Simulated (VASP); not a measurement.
# YbN (zincblende type) (F-43m) in VASP: a series of runs

YbN (zincblende type) is run at these levels: PBE; tasks: single point.

Program: VASP 6.6.1. These are calculated values, not measurements. Logs are shortened: lines on timing, memory, paths and dates and some standing lists are left out, and cuts for length are marked.

## 1. The cell of the first run

The structure is cubic, space group F-43m (No. 216). Conventional cell: a = 5.075 Å, b = 5.075 Å, c = 5.075 Å, α = 90.00°, β = 90.00°, γ = 90.00°. Yb (site symmetry -43m) has 4 N at 2.20 Å within 2.9 Å. N (site symmetry -43m) has 4 Yb at 2.20 Å within 2.9 Å.

## 2. Single point, PBE (16.34 Å³/atom)

Contents of INCAR:

```
ALGO = Normal ; EDIFF = 1E-7
ENCUT = 520 ; GGA = PE
ISIF = 2 ; ISMEAR = -1
LASPH = T ; LCHARG = F
LREAL = F ; LWAVE = F
NBANDS = 22 ; NELM = 60
PREC = Accurate ; SIGMA = 0.08
```

Contents of KPOINTS:

```
k-points
0
Gamma
  11 11 11
```

Contents of POSCAR:

```
YbN
1.0
    0.0000000000      2.5374393915      2.5374393915
    2.5374393915      0.0000000000      2.5374393915
    2.5374393915      2.5374393915      0.0000000000
Yb N
1 1
Direct
    0.0000000000      0.0000000000      0.0000000000
    0.2500000000      0.2500000000      0.2500000000
```

Potentials or basis: VASP PAW PBE potentials, release 64 (Yb, N).

Command:

```sh
> cat potpaw_PBE.64/Yb/POTCAR potpaw_PBE.64/N/POTCAR > POTCAR
> mpirun -np 1 vasp_std > vasp.out
```

OUTCAR:

```text
EDIFF = 1E-7
   ENCUT = 520
   GGA = PE
   ISIF = 2
   ISMEAR = -1
   LASPH = T
   LREAL = F
   NELM = 60
   PREC = Accurate

 ion  position               nearest neighbor table
   1  0.000  0.000  0.000-   2 2.20   2 2.20   2 2.20   2 2.20
   2  0.250  0.250  0.250-   1 2.20   1 2.20   1 2.20   1 2.20

  LATTYP: Found a face centered cubic cell.
 ALAT       =     5.0748787830

  Lattice vectors:

 A1 = (   0.0000000000,   2.5374393915,   2.5374393915)
 A2 = (   2.5374393915,   0.0000000000,   2.5374393915)
 A3 = (   2.5374393915,   2.5374393915,   0.0000000000)

Analysis of symmetry for initial positions (statically):
=====================================================================
 Subroutine PRICEL returns:
 Original cell was already a primitive cell.

 Routine SETGRP: Setting up the symmetry group for a
 face centered cubic supercell.

 Subroutine GETGRP returns: Found 24 space group operations
 (whereof 24 operations were pure point group operations)
 out of a pool of 48 trial point group operations.

The static configuration has the point symmetry T_d .

Analysis of symmetry for dynamics (positions and initial velocities):
=====================================================================
 Subroutine PRICEL returns:
 Original cell was already a primitive cell.

 Routine SETGRP: Setting up the symmetry group for a
 face centered cubic supercell.

 Subroutine GETGRP returns: Found 24 space group operations
 (whereof 24 operations were pure point group operations)
 out of a pool of 48 trial point group operations.

The dynamic configuration has the point symmetry T_d .

 Subroutine INISYM returns: Found 24 space group operations
 (whereof 24 operations are pure point group operations),
 and found     1 'primitive' translations

----------------------------------------------------------------------------------------

                                     Primitive cell

  volume of cell :      32.6751

  direct lattice vectors                    reciprocal lattice vectors
     0.000000000  2.537439391  2.537439391    -0.197049042  0.197049042  0.197049042
     2.537439391  0.000000000  2.537439391     0.197049042 -0.197049042  0.197049042
     2.537439391  2.537439391  0.000000000     0.197049042  0.197049042 -0.197049042

  length of vectors
     3.588481201  3.588481201  3.588481201     0.341298951  0.341298951  0.341298951

  position of ions in fractional coordinates (direct lattice)
     0.000000000  0.000000000  0.000000000
     0.250000000  0.250000000  0.250000000

  ion indices of the primitive-cell ions
   primitive index   ion index
                 1           1
                 2           2

----------------------------------------------------------------------------------------

 KPOINTS: k-points

Automatic generation of k-mesh.
 Grid dimensions read from file:
 generate k-points for:   11   11   11

 Generating k-lattice:

  Cartesian coordinates                     Fractional coordinates (reciprocal lattice)
    -0.017913549  0.017913549  0.017913549     0.090909091  0.000000000  0.000000000
     0.017913549 -0.017913549  0.017913549     0.000000000  0.090909091  0.000000000
     0.017913549  0.017913549 -0.017913549     0.000000000  0.000000000  0.090909091

  Length of vectors
     0.031027177  0.031027177  0.031027177

  Shift w.r.t. Gamma in fractional coordinates (k-lattice)
     0.000000000  0.000000000  0.000000000

 Subroutine IBZKPT returns following result:
 ===========================================

 Found     56 irreducible k-points:

 Following reciprocal coordinates:
            Coordinates               Weight
  0.000000  0.000000  0.000000      1.000000
  0.090909  0.000000  0.000000      8.000000
  0.181818  0.000000  0.000000      8.000000
  0.272727  0.000000  0.000000      8.000000
  0.363636  0.000000  0.000000      8.000000
  0.454545  0.000000  0.000000      8.000000
[... 16 lines left out ...]
 -0.272727  0.181818  0.000000     24.000000
 -0.181818  0.181818  0.000000     12.000000
 [... further k-points ...]
   k-points           NKPTS =     56   k-points in BZ     NKDIM =     56   number of bands    NBANDS=     22
   number of dos      NEDOS =    301   number of ions     NIONS =      2
   total plane-waves  NPLWV =  21952
   dimension x,y,z NGX =    28 NGY =   28 NGZ =   28
   dimension x,y,z NGXF=    56 NGYF=   56 NGZF=   56
   ions per type =               1   1
   NGX,Y,Z   is equivalent  to a cutoff of  12.97, 12.97, 12.97 a.u.
   NGXF,Y,Z  is equivalent  to a cutoff of  25.94, 25.94, 25.94 a.u.
 SYSTEM =  unknown system
   PREC   = accura    normal or accurate (medium, high low for compatibility)
   ISTART =      0    job   : 0-new  1-cont  2-samecut
   ICHARG =      2    charge: 1-file 2-atom 10-const
   ISPIN  =      1    spin polarized calculation?
   LNONCOLLINEAR =      F non collinear calculations
   LSORBIT =      F    spin-orbit coupling
   LASPH  =      T    aspherical Exc in radial PAW
   ENCUT  =  520.0 eV  38.22 Ry    6.18 a.u.   6.67  6.67  6.67*2*pi/ulx,y,z
   NELM   =     60;   NELMIN=  2; NELMDL= -5     # of ELM steps
   EDIFF  = 0.1E-06   stopping-criterion for ELM
   LREAL  =      F    real-space projection
   EDIFFG = 0.1E-05   stopping-criterion for IOM
   NSW    =      0    number of steps for IOM
   IBRION =     -1    ionic relax: 0-MD 1-quasi-New 2-CG
   NFREE  =      0    steps in history (QN), initial steepest desc. (CG)
   ISIF   =      2    stress and relaxation
   ISYM   =      2    0-nonsym 1-usesym 2-fastsym
   POTIM  = 0.5000    time-step for ionic-motion
   TEBEG  =    0.0;   TEEND  =   0.0 temperature during run
   PSTRESS=    0.0 pullay stress
   NELECT =      29.0000    total number of electrons
   NUPDOWN=      -1.0000    fix difference up-down
   EMIN   =  10.00;   EMAX   =-10.00  energy-range for DOS
   EFERMI =   0.00;   METHOD = LEGACY
   ISMEAR =    -1;   SIGMA  =   0.08  broadening in eV -4-tet -1-fermi 0-gaus
   EFERMI_NEDOS =   21; number of points for ismear=-14 and -15
   IALGO  =     38    algorithm
   IMIX   =      4    mixing-type and parameters
     AMIX     =   0.40;   BMIX     =  1.00
     AMIX_MAG =   1.60;   BMIX_MAG =  1.00
  volume/ion in A,a.u.               =      16.34       110.25
  Fermi-wavevector in a.u.,A,eV,Ry     =   1.573265  2.973039 33.676624  2.475162
  Thomas-Fermi vector in A             =   2.674575
   LORBIT       =      0    0 simple, 1 ext, 2 COOP (PROOUT), +10 PAW based schemes
   GGA     = PE    functional components
   LHFCALC =     F    Hartree Fock is set to
   AEXX    =    0.0000 exact exchange contribution
   IVDW    =     0    specifies the selected vdW correction
   LEPSILON=     F    determine dielectric tensor
   LRPA    =     F    only Hartree local field effects (RPA)
 non-spin polarized calculation
  energy-cutoff  :      520.00
  volume of cell :       32.68
 maximum number of plane-waves:       903
   NGX = 13   NGY = 13   NGZ = 13

 number of electron      28.9999988 magnetization

 Free energy of the ion-electron system (eV)
  ---------------------------------------------------
  ext. energy  EPLUGINS =         0.00000000
  ---------------------------------------------------
  free energy    TOTEN  =       -13.60005223 eV

  energy without entropy =      -13.47326763  energy(sigma->0) =      -13.53665993

 E-fermi :   1.7119     XC(G=0): -11.0040

 val. band max:        1.6957217210   @ k =  -0.3636   0.3636   0.0000
 cond. band min:       1.7297819733   @ k =  -0.2727   0.3636   0.0909
 fundamental gap:      0.0340602523
 Fermi energy:         1.7119486504

 k-point     1 :       0.0000    0.0000    0.0000
  band No.  band energies     occupation
      1     -48.9163      2.00000
      2     -20.8511      2.00000
      3     -20.8511      2.00000
      4     -20.8511      2.00000
      5     -11.2230      2.00000
      6      -0.4980      2.00000
[... 14 lines left out ...]
     21      11.6382      0.00000
     22      17.7002      0.00000

 k-point     2 :       0.0909    0.0000    0.0000
  band No.  band energies     occupation
      1     -48.9139      2.00000
      2     -20.9123      2.00000
      3     -20.8579      2.00000
      4     -20.8579      2.00000
      5     -11.1237      2.00000
      6      -0.6484      2.00000
[... 14 lines left out ...]
     21      11.9158      0.00000
     22      16.3272      0.00000

 k-point     3 :       0.1818    0.0000    0.0000
  band No.  band energies     occupation
      1     -48.9076      2.00000
      2     -21.0708      2.00000
      3     -20.8761      2.00000
      4     -20.8761      2.00000
      5     -10.8696      2.00000
      6      -0.8887      2.00000
[... 14 lines left out ...]
     21      12.3424      0.00000
     22      14.5947      0.00000

 k-point     4 :       0.2727    0.0000    0.0000
  band No.  band energies     occupation
      1     -48.8993      2.00000
      2     -21.2675      2.00000
      3     -20.8998      2.00000
      4     -20.8998      2.00000
      5     -10.5656      2.00000
      6      -0.9611      2.00000
[... 14 lines left out ...]
     21      12.3093      0.00000
     22      13.2988      0.00000

 k-point     5 :       0.3636    0.0000    0.0000
  band No.  band energies     occupation
      1     -48.8916      2.00000
      2     -21.4388      2.00000
      3     -20.9214      2.00000
      4     -20.9214      2.00000
      5     -10.3171      2.00000
      6      -0.8243      2.00000
[... 417 lines left out ...]
 k-point    22 :      -0.3636    0.1818    0.0000
  band No.  band energies     occupation
      1     -48.8843      2.00000
      2     -21.4669      2.00000
      3     -21.0764      2.00000
      4     -20.9497      2.00000
      5     -10.0514      2.00000
      6      -0.6064      2.00000
[... 14 lines left out ...]
     21      12.0508      0.00000
     22      14.2264      0.00000

 k-point    23 :      -0.2727    0.1818    0.0000
  band No.  band energies     occupation
      1     -48.8894      2.00000
      2     -21.3770      2.00000
      3     -21.0535      2.00000
      4     -20.9219      2.00000
      5     -10.2108      2.00000
      6      -0.8459      2.00000
[... 14 lines left out ...]
     21      12.6144      0.00000
     22      13.7183      0.00000

 k-point    24 :      -0.1818    0.1818    0.0000
  band No.  band energies     occupation
      1     -48.8965      2.00000
      2     -21.2605      2.00000
      3     -20.9963      2.00000
      4     -20.8951      2.00000
      5     -10.4517      2.00000
      6      -1.0190      2.00000
[... 14 lines left out ...]
     21      12.8460      0.00000
     22      13.7966      0.00000

 [... further k-points ...]
[... 5 lines left out ...]
  --------------------------------------------------------------------------------------
  -------------------------------------------------------------------------------------
  Total        1.5643351      1.5643351      1.5643351      0.0000000      0.0000000      0.0000000
  in kB       76.7049399     76.7049399     76.7049399      0.0000000      0.0000000      0.0000000
  external PRESSURE =      76.7049399 kB  Pullay stress =       0.0000000 kB

 VOLUME and BASIS-vectors are now :
 -----------------------------------------------------------------------------
  energy-cutoff  :      520.00
  volume of cell :       32.68
      direct lattice vectors                 reciprocal lattice vectors
     0.000000000  2.537439391  2.537439391    -0.197049042  0.197049042  0.197049042
     2.537439391  0.000000000  2.537439391     0.197049042 -0.197049042  0.197049042
     2.537439391  2.537439391  0.000000000     0.197049042  0.197049042 -0.197049042

 POSITION                                       TOTAL-FORCE (eV/Angst)
 -----------------------------------------------------------------------------------
      0.00000      0.00000      0.00000        -0.000000     -0.000000     -0.000000
      1.26872      1.26872      1.26872         0.000000      0.000000      0.000000
 -----------------------------------------------------------------------------------
    total drift:                               -0.000000     -0.000000     -0.000000

  FREE ENERGIE OF THE ION-ELECTRON SYSTEM (eV)
  ---------------------------------------------------
  free  energy   TOTEN  =       -13.6000522259 eV

  energy  without entropy=      -13.4732676283  energy(sigma->0) =      -13.53665993
```

Wall time 61 s (1 thread of Intel Xeon Platinum 8488C (Sapphire Rapids), shared host); peak memory 0.2 GiB.

Results:

- Free energy: -13.6001 eV
- Pressure: 7.7 GPa
- Band gap on the k mesh: zero (an odd number of electrons rules out a gap without spin polarisation)

Caveat: the cell stands under pressure; spin-orbit coupling is left out, which moves the levels of the heavy elements; an odd number of electrons without spin polarisation forces a metal; a magnetic or distorted state may lie lower. With open d or f shells a metallic result of PBE can be an artefact of self-interaction; +U or a hybrid may open a gap.

[end of part 1 of 3]

The gap in the log of VASP goes by the Fermi energy; the results here count the filled bands.